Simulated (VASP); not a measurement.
# HfN (I-4m2) in VASP: notebook, part 2 of 2

VASP 6.6.1. Earlier steps stand in the parts before.

## Step 3: Single point, PBEsol (strain +0.040 along x and y, -0.040 along z)

Input file INCAR:

```
ALGO = Normal ; EDIFF = 1E-6
ENCUT = 520 ; GGA = PS
ISIF = 2 ; ISMEAR = 0
LASPH = T ; LCHARG = F
LREAL = F ; LWAVE = F
NBANDS = 14 ; NELM = 100
PREC = Accurate ; SIGMA = 0.15
```

Input file KPOINTS:

```
k-points
0
Gamma
  16 16 16
```

Input file POSCAR:

```
HfN
1.0
    0.0000000000      2.5530148800      2.3566291200
    2.5530148800      0.0000000000      2.3566291200
    2.5530148800      2.5530148800      0.0000000000
Hf N
1 1
Direct
    0.0000000000      0.0000000000      0.0000000000
    0.7500000000      0.7500000000      0.7500000000
```

Potentials or basis: VASP PAW PBE potentials, release 64 (Hf_pv, N).

Started as:

```sh
cat potpaw_PBE.64/Hf_pv/POTCAR potpaw_PBE.64/N/POTCAR > POTCAR
mpirun -np 1 vasp_std > vasp.out
```

OUTCAR:

```text
EDIFF = 1E-6
   ENCUT = 520
   GGA = PS
   ISIF = 2
   ISMEAR = 0
   LASPH = T
   LREAL = F
   NELM = 100
   PREC = Accurate

 ion  position               nearest neighbor table
   1  0.000  0.000  0.000-   2 2.16   2 2.16   2 2.16   2 2.16
   2  0.750  0.750  0.750-   1 2.16   1 2.16   1 2.16   1 2.16

  LATTYP: Found a body centered tetragonal cell.
 ALAT       =     3.6105082682
 C/A-ratio  =     1.3054279037

  Lattice vectors:

 A1 = (   0.0000000000,  -2.5530148800,  -2.3566291200)
 A2 = (   0.0000000000,   2.5530148800,  -2.3566291200)
 A3 = (   2.5530148800,   0.0000000000,   2.3566291200)

Analysis of symmetry for initial positions (statically):
=====================================================================
 Subroutine PRICEL returns:
 Original cell was already a primitive cell.

 Routine SETGRP: Setting up the symmetry group for a
 body centered tetragonal supercell.

 Subroutine GETGRP returns: Found  8 space group operations
 (whereof  8 operations were pure point group operations)
 out of a pool of 16 trial point group operations.

The static configuration has the point symmetry D_2d.

Analysis of symmetry for dynamics (positions and initial velocities):
=====================================================================
 Subroutine PRICEL returns:
 Original cell was already a primitive cell.

 Routine SETGRP: Setting up the symmetry group for a
 body centered tetragonal supercell.

 Subroutine GETGRP returns: Found  8 space group operations
 (whereof  8 operations were pure point group operations)
 out of a pool of 16 trial point group operations.

The dynamic configuration has the point symmetry D_2d.

 Subroutine INISYM returns: Found  8 space group operations
 (whereof  8 operations are pure point group operations),
 and found     1 'primitive' translations

[... 116 lines left out ...]
  Fermi-wavevector in a.u.,A,eV,Ry     =   1.289128  2.436098 22.610845  1.661850
  Thomas-Fermi vector in A             =   2.421039
   LORBIT       =      0    0 simple, 1 ext, 2 COOP (PROOUT), +10 PAW based schemes
   GGA     = PS    functional components
   LHFCALC =     F    Hartree Fock is set to
   AEXX    =    0.0000 exact exchange contribution
   IVDW    =     0    specifies the selected vdW correction
   LEPSILON=     F    determine dielectric tensor
   LRPA    =     F    only Hartree local field effects (RPA)
 non-spin polarized calculation
 Gauss-broadening in eV      SIGMA  =   0.15
  energy-cutoff  :      520.00
  volume of cell :       30.72
 maximum number of plane-waves:       847
 NGX is ok and might be reduce to    28
   NGX = 13   NGY = 13   NGZ = 13

 number of electron      14.9999997 magnetization

 Free energy of the ion-electron system (eV)
  ---------------------------------------------------
  ext. energy  EPLUGINS =         0.00000000
  ---------------------------------------------------
  free energy    TOTEN  =       -22.13442287 eV

  energy without entropy =      -22.12697888  energy(sigma->0) =      -22.13070087

 E-fermi :   5.3387     XC(G=0): -11.2224

 val. band max:        5.3347306698   @ k =  -0.1875   0.3125   0.1250
 cond. band min:       5.3482953721   @ k =   0.2500   0.0000   0.1875
 fundamental gap:      0.0135647023
 Fermi energy:         5.3387296510

 k-point     1 :       0.0000    0.0000    0.0000
  band No.  band energies     occupation
      1     -25.8933      2.00000
      2     -25.8709      2.00000
      3     -25.8709      2.00000
      4     -10.5755      2.00000
      5       0.0234      2.00000
      6       0.0234      2.00000
      7       0.2205      2.00000
      8       4.4803      2.00000
      9       6.9512      0.00000
     10       7.8834      0.00000
     11      11.2278      0.00000
     12      11.2278      0.00000
     13      12.3812      0.00000
     14      17.4725      0.00000
[... 377 lines left out ...]
      1     -25.9081      2.00000
      2     -25.9019      2.00000
      3     -25.8756      2.00000
      4     -10.4634      2.00000
      5      -0.1876      2.00000
      6       0.0758      2.00000
      7       0.3115      2.00000
      8       4.9993      1.99863
      9       6.7257      0.00000
     10       7.7281      0.00000
     11      11.0957      0.00000
     12      11.5343      0.00000
     13      12.3633      0.00000
     14      16.9731      0.00000

 [... further k-points ...]
[... 5 lines left out ...]
  --------------------------------------------------------------------------------------
  -------------------------------------------------------------------------------------
  Total       -3.1002076     -3.1002076     -1.0627997      0.0000000      0.0000000      0.0000000
  in kB     -161.6863773   -161.6863773    -55.4286236      0.0000000      0.0000000      0.0000000
  external PRESSURE =    -126.2671261 kB  Pullay stress =       0.0000000 kB

 VOLUME and BASIS-vectors are now :
 -----------------------------------------------------------------------------
  energy-cutoff  :      520.00
  volume of cell :       30.72
      direct lattice vectors                 reciprocal lattice vectors
     0.000000000  2.553014880  2.356629120    -0.195846880  0.195846880  0.212167454
     2.553014880  0.000000000  2.356629120     0.195846880 -0.195846880  0.212167454
     2.553014880  2.553014880  0.000000000     0.195846880  0.195846880 -0.212167454

 POSITION                                       TOTAL-FORCE (eV/Angst)
 -----------------------------------------------------------------------------------
      0.00000      0.00000      0.00000        -0.000000     -0.000000      0.000000
      3.82952      3.82952      3.53494         0.000000      0.000000      0.000000
 -----------------------------------------------------------------------------------
    total drift:                                0.000000      0.000000     -0.000000

  FREE ENERGIE OF THE ION-ELECTRON SYSTEM (eV)
  ---------------------------------------------------
  free  energy   TOTEN  =       -22.1344228673 eV

  energy  without entropy=      -22.1269788751  energy(sigma->0) =      -22.13070087
```

stdout:

```text
POSCAR found type information on POSCAR HfN
 POSCAR found :  2 types and       2 ions
 scaLAPACK will be used
 -----------------------------------------------------------------------------
|                                                                             |
|                                                                             |
|     You enforced a specific xc type in the INCAR file but a different       |
|     I HOPE YOU KNOW WHAT YOU ARE DOING!                                     |
|                                                                             |
 -----------------------------------------------------------------------------

 LDA part: xc-table for (Slater+PW92), standard interpolation
 POSCAR, INCAR and KPOINTS ok, starting setup
 FFT: planning ... GRIDC
 FFT: planning ... GRID_SOFT
 FFT: planning ... GRID
 WAVECAR not read
 entering main loop
```

Run time: 60 s. Hardware: 1 thread of Intel Xeon 6975P-C (Granite Rapids), shared host; peak memory 0.28 GiB.

What came out:

* Free energy: -22.1344 eV
* Pressure: -12.6 GPa

Caveat: the cell differs from its parent crystal (strain +0.040 along x and y, -0.040 along z); the PAW data sets were made with another functional, which shifts forces and pressure a little; spin-orbit coupling is left out, which moves the levels of the heavy elements.

## Step 4: Single point, PBEsol (strain +0.080 along x and y, -0.080 along z)

Input file INCAR:

```
SYSTEM = HfN
PREC     = Accurate       ! precision mode
ENCUT    = 520            ! plane-wave cutoff, eV
EDIFF    = 1E-6           ! SCF threshold, eV
ISMEAR   = 0              ! smearing method
SIGMA    = 0.15           ! smearing width, eV
LREAL    = .False.        ! projectors in reciprocal space
LASPH    = .True.         ! aspherical terms in the spheres
NELM     = 80             ! most SCF steps
ALGO     = Normal         ! electronic algorithm
ISIF     = 2              ! what is computed and relaxed
LWAVE    = .False.        ! write WAVECAR
LCHARG   = .True.         ! write CHGCAR
GGA      = PS             ! functional
LELF     = .True.         ! ELF
LVHAR    = .True.       
NBANDS   = 14             ! bands
```

Input file KPOINTS:

```
regular mesh
0
Gamma
  16 16 16
  0 0 0
```

Input file POSCAR:

```
HfN
1.0
    0.0000000000      2.6512077600      2.2584362400
    2.6512077600      0.0000000000      2.2584362400
    2.6512077600      2.6512077600      0.0000000000
Hf N
1 1
Direct
    0.0000000000      0.0000000000      0.0000000000
    0.7500000000      0.7500000000      0.7500000000
```

Started as:

```sh
cat potpaw_PBE.64/Hf_pv/POTCAR potpaw_PBE.64/N/POTCAR > POTCAR
mpirun -np 1 vasp_std > vasp.out
```

Run time: 63 s. Hardware: 1 thread of Intel Xeon 6975P-C (Granite Rapids), shared host; peak memory 0.28 GiB.

The run converged. Its results:

```
Free energy : -21.8801 eV
Pressure    : -18.3 GPa
```

Stress tensor (GPa, compression positive):
```
-24.47   0.00   0.00
  0.00 -24.47   0.00
  0.00   0.00  -5.86
```

Levels at points of the mesh, in eV from the Fermi level:
```
           k point  band 6  band 7  band 8  band 9  band 10  band 11
(0.00, 0.00, 0.00)   -5.15   -4.80   -1.04    1.03     2.69     5.17
(0.50, 0.00, 0.00)   -4.95   -4.27    1.28    2.40     2.53     3.33
(0.50, 0.50, 0.00)   -3.82   -3.82   -0.45    1.87     3.59     4.06
(0.50, 0.00, 0.50)   -3.70   -3.21   -1.37    1.22     3.94     4.19
```

Caveat: the cell differs from its parent crystal (strain +0.080 along x and y, -0.080 along z); the PAW data sets were made with another functional, which shifts forces and pressure a little; spin-orbit coupling is left out, which moves the levels of the heavy elements.

## Step 5: Single point, PBEsol (strain +0.000 along x and y, +0.080 along z)

Input file INCAR:

```
ALGO = Normal
EDIFF = 1E-6
ENCUT = 520
GGA = PS
ISIF = 2
ISMEAR = 0
LASPH = T
LCHARG = F
LREAL = F
LWAVE = F
NBANDS = 14
NELM = 60
PREC = Accurate
SIGMA = 0.15
```

Input file KPOINTS:

```
k-points
0
Gamma
  16 16 16
```

Input file POSCAR:

```
HfN
1.0
    0.0000000000      2.4548220000      2.6512077600
    2.4548220000      0.0000000000      2.6512077600
    2.4548220000      2.4548220000      0.0000000000
Hf N
1 1
Direct
    0.0000000000      0.0000000000      0.0000000000
    0.7500000000      0.7500000000      0.7500000000
```

Started as:

```sh
cat potpaw_PBE.64/Hf_pv/POTCAR potpaw_PBE.64/N/POTCAR > POTCAR
mpirun -np 1 vasp_std > vasp.out
```

Run time: 61 s. Hardware: 1 thread of Intel Xeon 6975P-C (Granite Rapids), shared host; peak memory 0.29 GiB.

Results (log left out):

```yaml
Free_energy: -22.0120 eV
Pressure: -18.1 GPa
```

Stress tensor (GPa, compression positive):
```
-13.95   0.00   0.00
  0.00 -13.95   0.00
  0.00   0.00 -26.51
```

Levels at points of the mesh, in eV from the Fermi level:
| k point | band 4 | band 5 | band 6 | band 7 | band 8 | band 9 | band 10 | band 11 | band 12 | band 13 |
| --- | --- | --- | --- | --- | --- | --- | --- | --- | --- | --- |
| (0.00, 0.00, 0.00) | -15.71 | -5.23 | -5.00 | -5.00 | -0.97 | 1.59 | 2.43 | 5.27 | 6.40 | 6.40 |
| (0.50, 0.00, 0.00) | -14.76 | -5.57 | -4.77 | -4.37 | 1.32 | 2.38 | 2.58 | 3.70 | 4.82 | 4.95 |
| (0.50, 0.50, 0.00) | -14.41 | -6.65 | -3.34 | -3.34 | -1.37 | 1.77 | 3.64 | 4.15 | 4.15 | 8.27 |
| (0.50, 0.00, 0.50) | -14.46 | -6.45 | -3.72 | -3.47 | -0.94 | 1.74 | 3.78 | 4.12 | 4.34 | 9.63 |

Caveat: the cell differs from its parent crystal (strain +0.000 along x and y, +0.080 along z); the PAW data sets were made with another functional, which shifts forces and pressure a little; spin-orbit coupling is left out, which moves the levels of the heavy elements.

## Step 6: Overview

| cell | gap on the mesh (eV) | pressure (GPa) |
| --- | --- | --- |
| a = 3.409, b = 3.409, c = 3.611 Å, angles 58.0, 58.0, 64.0°, 2 atoms | none | -6.0 |
| a = 3.474, b = 3.474, c = 3.611 Å, angles 58.7, 58.7, 62.6°, 2 atoms | none | -12.6 |
| a = 3.483, b = 3.483, c = 3.749 Å, angles 57.4, 57.4, 65.1°, 2 atoms | none | -18.3 |
| a = 3.613, b = 3.613, c = 3.472 Å, angles 61.3, 61.3, 57.4°, 2 atoms | none | -18.1 |

Alike in all rows: task single point; level PBEsol; potentials or basis VASP PAW PBE potentials, release 64 (Hf_pv, N); no spin polarisation; k mesh 16 × 16 × 16; cutoff (eV) 520; smearing gaussian 0.15 eV.

Caveats: the PAW data sets were made with another functional, which shifts forces and pressure a little; spin-orbit coupling is left out, which moves the levels of the heavy elements.

Total energies depend on the potentials used, so only differences within one code and one set of settings carry meaning.
